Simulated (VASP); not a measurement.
# Bi (I4/mmm) in VASP: a series of runs, part 2 of 3

VASP 6.6.1. The steps go on from the part before.

### 3 Single point, PBEsol+D3(BJ) (26.20 Å³/atom)

Contents of INCAR:

```
ALGO     = Fast           # electronic algorithm
EDIFF    = 1E-6           # SCF threshold, eV
ENCUT    = 520            # plane-wave cutoff, eV
GGA      = PS             # functional
ISIF     = 2              # what is computed and relaxed
ISMEAR   = 0              # smearing method
IVDW     = 12             # dispersion correction
LASPH    = T              # aspherical terms in the spheres
LCHARG   = F              # write CHGCAR
LREAL    = F              # projectors in reciprocal space
LWAVE    = F              # write WAVECAR
NBANDS   = 14             # bands
NELM     = 60             # most SCF steps
PREC     = Accurate       # precision mode
SIGMA    = 0.15           # smearing width, eV
```

Contents of KPOINTS:

```
k-points
0
Gamma
  18 18 18
```

Contents of POSCAR:

```
Bi
1.0
   -1.7363957664      1.7363957664      2.1727520225
    1.7363957664     -1.7363957664      2.1727520225
    1.7363957664      1.7363957664     -2.1727520225
Bi
1
Direct
    0.0000000000      0.0000000000      0.0000000000
```

Potentials or basis: VASP PAW PBE potentials, release 64 (Bi_d).

Launch:

```console
$ cat potpaw_PBE.64/Bi_d/POTCAR > POTCAR
$ mpirun -np 1 vasp_std > vasp.out
```

OUTCAR:

```text
EDIFF = 1E-6
   ENCUT = 520
   GGA = PS
   ISIF = 2
   ISMEAR = 0
   IVDW = 12
   LASPH = T
   LREAL = F
   NELM = 60
   PREC = Accurate
 IVDW          = 12

 ion  position               nearest neighbor table
   1  0.000  0.000  0.000-

  LATTYP: Found a body centered tetragonal cell.
 ALAT       =     3.4727915328
 C/A-ratio  =     1.2513000000

  Lattice vectors:

 A1 = (  -1.7363957664,   1.7363957664,   2.1727520225)
 A2 = (   1.7363957664,  -1.7363957664,   2.1727520225)
 A3 = (   1.7363957664,   1.7363957664,  -2.1727520225)

Analysis of symmetry for initial positions (statically):
=====================================================================
 Subroutine PRICEL returns:
 Original cell was already a primitive cell.

 Routine SETGRP: Setting up the symmetry group for a
 body centered tetragonal supercell.

 Subroutine GETGRP returns: Found 16 space group operations
 (whereof 16 operations were pure point group operations)
 out of a pool of 16 trial point group operations.

The static configuration has the point symmetry D_4h.

Analysis of symmetry for dynamics (positions and initial velocities):
=====================================================================
 Subroutine PRICEL returns:
 Original cell was already a primitive cell.

 Routine SETGRP: Setting up the symmetry group for a
 body centered tetragonal supercell.

 Subroutine GETGRP returns: Found 16 space group operations
 (whereof 16 operations were pure point group operations)
 out of a pool of 16 trial point group operations.

The dynamic configuration has the point symmetry D_4h.

 Subroutine INISYM returns: Found 16 space group operations
 (whereof 16 operations are pure point group operations),
 and found     1 'primitive' translations

----------------------------------------------------------------------------------------

                                     Primitive cell

  volume of cell :      26.2040

  direct lattice vectors                    reciprocal lattice vectors
    -1.736395766  1.736395766  2.172752023     0.000000000  0.287952787  0.230122902
     1.736395766 -1.736395766  2.172752023     0.287952787  0.000000000  0.230122902
     1.736395766  1.736395766 -2.172752023     0.287952787  0.287952787  0.000000000

  length of vectors
     3.278870517  3.278870517  3.278870517     0.368610034  0.368610034  0.407226736

  position of ions in fractional coordinates (direct lattice)
     0.000000000  0.000000000  0.000000000

  ion indices of the primitive-cell ions
   primitive index   ion index
                 1           1

----------------------------------------------------------------------------------------

 KPOINTS: k-points

Automatic generation of k-mesh.
 Grid dimensions read from file:
 generate k-points for:   18   18   18

 Generating k-lattice:

  Cartesian coordinates                     Fractional coordinates (reciprocal lattice)
     0.000000000  0.015997377  0.012784606     0.055555556  0.000000000 -0.000000000
     0.015997377  0.000000000  0.012784606     0.000000000  0.055555556 -0.000000000
     0.015997377  0.015997377  0.000000000     0.000000000  0.000000000  0.055555556

  Length of vectors
     0.020478335  0.020478335  0.022623708

  Shift w.r.t. Gamma in fractional coordinates (k-lattice)
     0.000000000  0.000000000  0.000000000

 Subroutine IBZKPT returns following result:
 ===========================================

 Found    480 irreducible k-points:

 Following reciprocal coordinates:
            Coordinates               Weight
  0.000000  0.000000  0.000000      1.000000
  0.055556 -0.000000  0.000000      8.000000
  0.111111 -0.000000  0.000000      8.000000
  0.166667 -0.000000  0.000000      8.000000
  0.222222 -0.000000  0.000000      8.000000
  0.277778  0.000000  0.000000      8.000000
[... 16 lines left out ...]
 -0.277778  0.055556 -0.000000     16.000000
 -0.222222  0.055556 -0.000000     16.000000
 [... further k-points ...]
   k-points           NKPTS =    480   k-points in BZ     NKDIM =    480   number of bands    NBANDS=     14
   number of dos      NEDOS =    301   number of ions     NIONS =      1
   total plane-waves  NPLWV =  13824
   dimension x,y,z NGX =    24 NGY =   24 NGZ =   24
   dimension x,y,z NGXF=    48 NGYF=   48 NGZF=   48
   ions per type =               1
   NGX,Y,Z   is equivalent  to a cutoff of  12.17, 12.17, 12.17 a.u.
   NGXF,Y,Z  is equivalent  to a cutoff of  24.34, 24.34, 24.34 a.u.
 SYSTEM =  unknown system
   PREC   = accura    normal or accurate (medium, high low for compatibility)
   ISTART =      0    job   : 0-new  1-cont  2-samecut
   ICHARG =      2    charge: 1-file 2-atom 10-const
   ISPIN  =      1    spin polarized calculation?
   LNONCOLLINEAR =      F non collinear calculations
   LSORBIT =      F    spin-orbit coupling
   LASPH  =      T    aspherical Exc in radial PAW
   ENCUT  =  520.0 eV  38.22 Ry    6.18 a.u.   6.10  6.10  6.10*2*pi/ulx,y,z
   NELM   =     60;   NELMIN=  2; NELMDL= -5     # of ELM steps
   EDIFF  = 0.1E-05   stopping-criterion for ELM
   LREAL  =      F    real-space projection
   EDIFFG = 0.1E-04   stopping-criterion for IOM
   NSW    =      0    number of steps for IOM
   IBRION =     -1    ionic relax: 0-MD 1-quasi-New 2-CG
   NFREE  =      0    steps in history (QN), initial steepest desc. (CG)
   ISIF   =      2    stress and relaxation
   ISYM   =      2    0-nonsym 1-usesym 2-fastsym
   POTIM  = 0.5000    time-step for ionic-motion
   TEBEG  =    0.0;   TEEND  =   0.0 temperature during run
   PSTRESS=    0.0 pullay stress
   NELECT =      15.0000    total number of electrons
   NUPDOWN=      -1.0000    fix difference up-down
   EMIN   =  10.00;   EMAX   =-10.00  energy-range for DOS
   EFERMI =   0.00;   METHOD = LEGACY
   ISMEAR =     0;   SIGMA  =   0.15  broadening in eV -4-tet -1-fermi 0-gaus
   EFERMI_NEDOS =   21; number of points for ismear=-14 and -15
   IALGO  =     68    algorithm
   IMIX   =      4    mixing-type and parameters
     AMIX     =   0.40;   BMIX     =  1.00
     AMIX_MAG =   1.60;   BMIX_MAG =  1.00
  volume/ion in A,a.u.               =      26.20       176.83
  Fermi-wavevector in a.u.,A,eV,Ry     =   1.359302  2.568709 25.139522  1.847703
  Thomas-Fermi vector in A             =   2.486062
   LORBIT       =      0    0 simple, 1 ext, 2 COOP (PROOUT), +10 PAW based schemes
   GGA     = PS    functional components
   LHFCALC =     F    Hartree Fock is set to
   AEXX    =    0.0000 exact exchange contribution
   IVDW    =    12    specifies the selected vdW correction
   LEPSILON=     F    determine dielectric tensor
   LRPA    =     F    only Hartree local field effects (RPA)
 non-spin polarized calculation
 RMM-DIIS sequential band-by-band and
 Gauss-broadening in eV      SIGMA  =   0.15
  energy-cutoff  :      520.00
  volume of cell :       26.20
 maximum number of plane-waves:       732
   NGX = 13   NGY = 13   NGZ = 13

 number of electron      15.0000009 magnetization

 Free energy of the ion-electron system (eV)
  ---------------------------------------------------
  ext. energy  EPLUGINS =         0.00000000
  ---------------------------------------------------
  free energy    TOTEN  =        -4.05666251 eV

  energy without entropy =       -4.04940187  energy(sigma->0) =       -4.05303219

 E-fermi :  10.1262     XC(G=0): -11.2867

 val. band max:       10.1229984721   @ k =  -0.3889  -0.3889   0.3333
 cond. band min:      10.1324327557   @ k =  -0.3333  -0.4444   0.3333
 fundamental gap:      0.0094342836
 Fermi energy:        10.1261963605

 k-point     1 :       0.0000    0.0000    0.0000
  band No.  band energies     occupation
      1     -13.0650      2.00000
      2     -13.0650      2.00000
      3     -12.9631      2.00000
      4     -12.9452      2.00000
      5     -12.8451      2.00000
      6      -4.8131      2.00000
      7      16.1883      0.00000
      8      16.4504      0.00000
      9      16.4504      0.00000
     10      19.2257      0.00000
     11      21.1902      0.00000
     12      21.9906      0.00000
     13      21.9906      0.00000
     14      22.3125      0.00000
[... 377 lines left out ...]
      1     -13.0552      2.00000
      2     -13.0262      2.00000
      3     -12.9318      2.00000
      4     -12.9196      2.00000
      5     -12.8480      2.00000
      6      -3.9071      2.00000
      7      10.7574      0.00000
      8      14.8058      0.00000
      9      15.3989      0.00000
     10      18.6490      0.00000
     11      19.8531      0.00000
     12      21.4844      0.00000
     13      22.7118      0.00000
     14      23.8906      0.00000

 [... further k-points ...]

------------------------ aborting loop because EDIFF is reached ----------------------------------------

 Edisp (eV)   -0.62688

 E8    (eV) :    -0.4490

  FORCE on cell =-STRESS in cart. coord.  units (eV):
  Direction    XX          YY          ZZ          XY          YZ          ZX
  --------------------------------------------------------------------------------------
  -------------------------------------------------------------------------------------
  Total       1.33289     1.33289     0.97617     0.00000     0.00000     0.00000
  in kB      81.49615    81.49615    59.68556     0.00000     0.00000     0.00000
  external pressure =       74.23 kB  Pullay stress =        0.00 kB

 VOLUME and BASIS-vectors are now :
 -----------------------------------------------------------------------------
  energy-cutoff  :      520.00
  volume of cell :       26.20
      direct lattice vectors                 reciprocal lattice vectors
    -1.736395766  1.736395766  2.172752023     0.000000000  0.287952787  0.230122902
     1.736395766 -1.736395766  2.172752023     0.287952787  0.000000000  0.230122902
     1.736395766  1.736395766 -2.172752023     0.287952787  0.287952787  0.000000000

 POSITION                                       TOTAL-FORCE (eV/Angst)
 -----------------------------------------------------------------------------------
      0.00000      0.00000      0.00000         0.000000      0.000000     -0.000000
 -----------------------------------------------------------------------------------
    total drift:                               -0.000000      0.000000      0.000000

  FREE ENERGIE OF THE ION-ELECTRON SYSTEM (eV)
  ---------------------------------------------------
  free  energy   TOTEN  =        -4.6835452961 eV

  energy  without entropy=       -4.6762846593  energy(sigma->0) =       -4.67991498
```

Run time: 42 s. Hardware: 1 thread of Intel Xeon 6975P-C (Granite Rapids), shared host; peak memory 0.27 GiB.

Results:

```yaml
Free_energy: -4.6835 eV
Pressure: 7.4 GPa
Band_gap_on_the_k_mesh: zero (an odd number of electrons rules out a gap without spin polarisation)
Dispersion_energy_per_atom: -0.627 eV
```

Stress tensor (GPa, compression positive):
```
8.15 0.00 0.00
0.00 8.15 0.00
0.00 0.00 5.97
```

Levels at points of the mesh, in eV from the Fermi level:
| k point | band 4 | band 5 | band 6 | band 7 | band 8 | band 9 | band 10 | band 11 |
| --- | --- | --- | --- | --- | --- | --- | --- | --- |
| (0.00, 0.00, 0.00) | -23.07 | -22.97 | -14.94 | 6.06 | 6.32 | 6.32 | 9.10 | 11.06 |
| (0.50, 0.00, 0.00) | -22.93 | -22.87 | -11.04 | -6.38 | 3.16 | 4.74 | 7.99 | 9.21 |
| (0.50, 0.50, 0.00) | -22.91 | -22.83 | -10.01 | -5.75 | 0.60 | 1.44 | 4.85 | 6.08 |
| (0.50, 0.50, 0.50) | -22.85 | -22.85 | -8.62 | -4.58 | -0.68 | -0.68 | 3.42 | 4.60 |

Caveat: the cell stands under pressure; the PAW data sets were made with another functional, which shifts forces and pressure a little; spin-orbit coupling is left out, which moves the levels of the heavy elements.

### 4 Single point, PBEsol+D3(BJ) (26.20 Å³/atom)

Contents of INCAR:

```
SYSTEM = Bi
ALGO     = Fast           ! electronic algorithm
EDIFF    = 1E-6           ! SCF threshold, eV
ENCUT    = 520            ! plane-wave cutoff, eV
GGA      = PS             ! functional
ISIF     = 2              ! what is computed and relaxed
ISMEAR   = 0              ! smearing method
IVDW     = 12             ! dispersion correction
LASPH    = .True.         ! aspherical terms in the spheres
LCHARG   = .False.        ! write CHGCAR
LREAL    = .False.        ! projectors in reciprocal space
LWAVE    = .False.        ! write WAVECAR
NBANDS   = 14             ! bands
NELM     = 60             ! most SCF steps
PREC     = Accurate       ! precision mode
SIGMA    = 0.15           ! smearing width, eV
```

Contents of KPOINTS:

```
k-points
0
Gamma
  18 18 18
  0 0 0
```

Contents of POSCAR:

```
Bi
1.0
   -1.8250860219      1.8250860219      1.9667126972
    1.8250860219     -1.8250860219      1.9667126972
    1.8250860219      1.8250860219     -1.9667126972
Bi
1
Direct
    0.0000000000      0.0000000000      0.0000000000
```

Potentials or basis: VASP PAW PBE potentials, release 64 (Bi_d).

Launch:

```console
$ cat potpaw_PBE.64/Bi_d/POTCAR > POTCAR
$ mpirun -np 1 vasp_std > vasp.out
```

OUTCAR:

```text
SYSTEM = Bi
   EDIFF = 1E-6
   ENCUT = 520
   GGA = PS
   ISIF = 2
   ISMEAR = 0
   IVDW = 12
   LASPH = .True.
   LREAL = .False.
   NELM = 60
   PREC = Accurate
 IVDW          = 12

 ion  position               nearest neighbor table
   1  0.000  0.000  0.000-

  LATTYP: Found a body centered tetragonal cell.
 ALAT       =     3.6501720438
 C/A-ratio  =     1.0776000000

  Lattice vectors:

 A1 = (  -1.8250860219,   1.8250860219,   1.9667126972)
 A2 = (   1.8250860219,  -1.8250860219,   1.9667126972)
 A3 = (   1.8250860219,   1.8250860219,  -1.9667126972)

[... 590 lines left out ...]
------------------------ aborting loop because EDIFF is reached ----------------------------------------

 Edisp (eV)   -0.62688

 E8    (eV) :    -0.4490

  FORCE on cell =-STRESS in cart. coord.  units (eV):
  Direction    XX          YY          ZZ          XY          YZ          ZX
  --------------------------------------------------------------------------------------
  -------------------------------------------------------------------------------------
  Total       1.27080     1.27080     1.01114     0.00000    -0.00000     0.00000
  in kB      77.69993    77.69993    61.82338     0.00000    -0.00000     0.00000
  external pressure =       72.41 kB  Pullay stress =        0.00 kB

 VOLUME and BASIS-vectors are now :
 -----------------------------------------------------------------------------
  energy-cutoff  :      520.00
  volume of cell :       26.20
      direct lattice vectors                 reciprocal lattice vectors
    -1.825086022  1.825086022  1.966712697     0.000000000  0.273959690  0.254231338
     1.825086022 -1.825086022  1.966712697     0.273959690  0.000000000  0.254231338
     1.825086022  1.825086022 -1.966712697     0.273959690  0.273959690  0.000000000

 POSITION                                       TOTAL-FORCE (eV/Angst)
 -----------------------------------------------------------------------------------
      0.00000      0.00000      0.00000         0.000000     -0.000000      0.000000
 -----------------------------------------------------------------------------------
    total drift:                               -0.000000      0.000000      0.000000

  FREE ENERGIE OF THE ION-ELECTRON SYSTEM (eV)
  ---------------------------------------------------
  free  energy   TOTEN  =        -4.7240869074 eV

  energy  without entropy=       -4.7175253793  energy(sigma->0) =       -4.72080614
```

Wall time 43 s (1 thread of Intel Xeon 6975P-C (Granite Rapids), shared host); peak memory 0.27 GiB.

What came out:

```
Free energy                : -4.7241 eV
Pressure                   : 7.2 GPa
Band gap on the k mesh     : zero (an odd number of electrons rules out a gap without spin polarisation)
Dispersion energy per atom : -0.627 eV
```

Caveat: the cell stands under pressure; the PAW data sets were made with another functional, which shifts forces and pressure a little; spin-orbit coupling is left out, which moves the levels of the heavy elements.

(Part 2 of 3 ends here.)
